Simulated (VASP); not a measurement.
A run of VASP 6.6.1 is set up as follows.

Contents of INCAR:

```
SYSTEM = Mg16O
PREC = Accurate ; ENCUT = 520
EDIFF = 1E-6 ; ISMEAR = 0
SIGMA = 0.1 ; LREAL = Auto
LASPH = .True. ; NELM = 80
ALGO = Normal ; ISIF = 2
LWAVE = .False. ; LCHARG = .False.
LDIPOL = .True. ; IDIPOL = 3
DIPOL = 0.5 0.5 0.332 ; GGA = PE
NBANDS = 33
```

Contents of KPOINTS:

```
Automatic mesh
0
Gamma
  6 6 1
  0 0 0
```

The input POSCAR:

```
Mg16O
1.0
    6.4201385705      0.0000000000      0.0000000000
   -3.2100692852      5.5600030979      0.0000000000
    0.0000000000      0.0000000000     24.7147783802
Mg O
16 1
Direct
    0.3333333333      0.1666666667      0.1618464847
    0.3333333333      0.6666666667      0.1618464847
    0.8333333333      0.1666666667      0.1618464847
    0.8333333333      0.6666666667      0.1618464847
    0.1666666667      0.3333333333      0.2657906286
    0.1666666667      0.8333333333      0.2657906286
    0.6666666667      0.3333333333      0.2657906286
    0.6666666667      0.8333333333      0.2657906286
    0.3333333333      0.1666666667      0.3682830748
    0.3333333333      0.6666666667      0.3682830748
    0.8333333333      0.1666666667      0.3682830748
    0.8333333333      0.6666666667      0.3682830748
    0.1666666667      0.3333333333      0.4739989249
    0.1666666667      0.8333333333      0.4739989249
    0.6666666667      0.3333333333      0.4739989249
    0.6666666667      0.8333333333      0.4739989249
    0.6111111111     -0.1111111111      0.5642283401
```

Potentials or basis: VASP PAW PBE potentials, release 64 (Mg, O).

Launch:

```bash
$ cat potpaw_PBE.64/Mg/POTCAR potpaw_PBE.64/O/POTCAR > POTCAR
$ mpirun -np 1 vasp_std > vasp.out
```

Question: What does it give for the band gap on the k mesh?

Answer: Zero (bands 19 and 20 overlap by 0.91 eV).

Question: Predict the largest force.

Answer: 3.262 eV/Å.

Forces in eV/Å, atoms in the order of the input:
```
Mg   0.014 -0.008 -0.067
Mg   0.000  0.014 -0.055
Mg  -0.012 -0.007 -0.055
Mg  -0.003  0.001 -0.066
Mg   0.005 -0.003 -0.006
Mg   0.009  0.006 -0.003
Mg  -0.001 -0.010 -0.003
Mg  -0.005  0.003 -0.015
Mg   0.012 -0.007  0.108
Mg   0.018  0.016  0.088
Mg  -0.005 -0.023  0.088
Mg  -0.025  0.014  0.085
Mg  -0.025  0.014  0.225
Mg   0.224  0.007  0.384
Mg   0.106 -0.197  0.384
Mg  -0.371  0.214  2.168
O    0.060 -0.034 -3.262
```
